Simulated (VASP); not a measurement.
Here is a VASP 6.6.1 calculation.

File POSCAR:

```
SiC
1.0
    3.1060896259      0.0000000000      0.0000000000
   -1.5530448129      2.6899525225      0.0000000000
    0.0000000000      0.0000000000      5.0397087549
Si C
2 2
Direct
    0.3333333333      0.6666666667      0.0040481165
    0.6666666667      0.3333333333      0.5040481165
    0.3333333333      0.6666666667      0.3809518835
    0.6666666667      0.3333333333      0.8809518835
```

The input INCAR.step1:

```
SYSTEM = SiC
PREC = Accurate
ENCUT = 520
ISMEAR = 0
SIGMA = 0.01
LREAL = .FALSE.
LASPH = .TRUE.
NELM = 80
NBANDS = 16
GGA = PE
ALGO = Normal
EDIFF = 1E-4
LWAVE = .TRUE.
LCHARG = .FALSE.
```

INCAR.step2

```
SYSTEM = SiC
PREC = Accurate
ENCUT = 520
EDIFF = 1E-7
ISMEAR = 0
SIGMA = 0.01
LREAL = .FALSE.
LASPH = .TRUE.
NELM = 80
ALGO = Normal
ISIF = 2
LWAVE = .FALSE.
LCHARG = .FALSE.
METAGGA = R2SCAN
LMIXTAU = .TRUE.
NBANDS = 16
ISTART = 1
```

File KPOINTS:

```
Automatic mesh
0
G
  8 8 6
  0 0 0
```

Potentials or basis: VASP PAW PBE potentials, release 64 (Si, C).

The run is started by

```console
$ cat potpaw_PBE.64/Si/POTCAR potpaw_PBE.64/C/POTCAR > POTCAR
$ cp INCAR.step1 INCAR
$ mpirun -np 1 vasp_std > vasp.out
$ cp INCAR.step2 INCAR
$ mpirun -np 1 vasp_std > vasp.out
```

**Question.** Predict the band gap on the k mesh.

**Answer.** 3.02 eV, indirect (least direct gap 4.34 eV).

**Question.** Predict the pressure.

**Answer.** -4.2 GPa.

Stress tensor (GPa, compression positive):
```
-6.23  0.00  0.00
 0.00 -6.23  0.00
 0.00  0.00 -0.13
```

Caveat: the cell differs from its parent crystal (in-plane strain +0.01, then relaxed in part); the PAW data sets were made with another functional, which shifts forces and pressure a little. A k mesh can miss the band edges.
